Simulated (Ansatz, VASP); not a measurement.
**Two plane-wave programs on Ge2Sb2Te5**

The input INCAR:

```
PREC = Accurate
ENCUT = 520
EDIFF = 1E-6
ISMEAR = -1
SIGMA = 0.05
LREAL = False
LASPH = True
NELM = 80
ALGO = Normal
ISIF = 2
LWAVE = False
LCHARG = False
GGA = PE
NBANDS = 44
```

KPOINTS

```
Automatic mesh
0
Gamma
  4 4 3
```

File POSCAR:

```
Ge2Sb2Te5
1.0
    6.8238059700     -3.0318103200      0.0000000000
    6.8544660300      3.1002016800      0.0000000000
   -6.8309770000     -0.0341548850      6.8476090000
Te Sb Ge
5 2 2
Direct
    0.5947020000      0.5947020000      0.3864330000
    0.7952880000      0.7952880000      0.1961120000
    0.0083240000      0.0083240000      0.0064350000
    0.2065190000      0.2065190000      0.8098030000
    0.3999590000      0.3999590000      0.5971180000
    0.9017080000      0.9017080000      0.5878730000
    0.1118700000      0.1118700000      0.4173520000
    0.2842870000      0.2842870000      0.1878300000
    0.4973430000      0.4973430000      0.0110440000
```

Contents of input.yaml:

```yaml
crystal:
  lattice:
    - [6.82380597, -3.03181032, 0.0]
    - [6.85446603, 3.10020168, 0.0]
    - [-6.830977, -0.034154885, 6.847609]
  atoms:
    - { symbol: Te, position: [0.594702, 0.594702, 0.386433] }
    - { symbol: Te, position: [0.795288, 0.795288, 0.196112] }
    - { symbol: Te, position: [0.008324, 0.008324, 0.006435] }
    - { symbol: Te, position: [0.206519, 0.206519, 0.809803] }
    - { symbol: Te, position: [0.399959, 0.399959, 0.597118] }
    - { symbol: Sb, position: [0.901708, 0.901708, 0.587873] }
    - { symbol: Sb, position: [0.11187, 0.11187, 0.417352] }
    - { symbol: Ge, position: [0.284287, 0.284287, 0.18783] }
    - { symbol: Ge, position: [0.497343, 0.497343, 0.011044] }
hamiltonian:
  xc: pbe
  pseudopotentials: { kind: paw }
kpoints:
  mp_grid: { grid: [4, 4, 3] }
scf:
  occupations: { method: fermi_dirac, width: 0.05 }
output:
  forces: true
  stress: true
  eigenvalues: true
```

Alike in both runs: task single point; functional PBE; k mesh 4 × 4 × 3; occupations fermi-dirac, width 0.05 eV; no spin polarisation.

|  | VASP | Ansatz |
| --- | --- | --- |
| version | VASP 6.6.1 | Ansatz 0.2.0 |
| potentials or method | VASP PAW PBE potentials, release 64 (Te, Sb, Ge_d) | Ansatz PAW |
| plane-wave cutoff (eV) | 520 | 420 |
| valence electrons in the cell | 68 | 138 |

VASP gave:

- gap on the k mesh at the Fermi level (eV): none
- pressure (GPa): -0.2
- traceless stress, the component that is largest in VASP (GPa): -0.15
- rms of the force components (eV/Å): 0.043

Task: What did Ansatz give for the same quantities?

Result: gap on the k mesh at the Fermi level (eV): none; pressure (GPa): -0.1; traceless stress, the component that is largest in VASP (GPa): -0.15; rms of the force components (eV/Å): 0.046.

Atom by atom the forces differ by 0.005 eV/Å (rms over components). A gap of «none» marks a metal or a gap that the smearing closes. VASP's potentials hold 68 valence electrons a cell and Ansatz's 138, so a difference there can come from the potentials and not from the codes.

Neither program's run includes spin-orbit coupling.
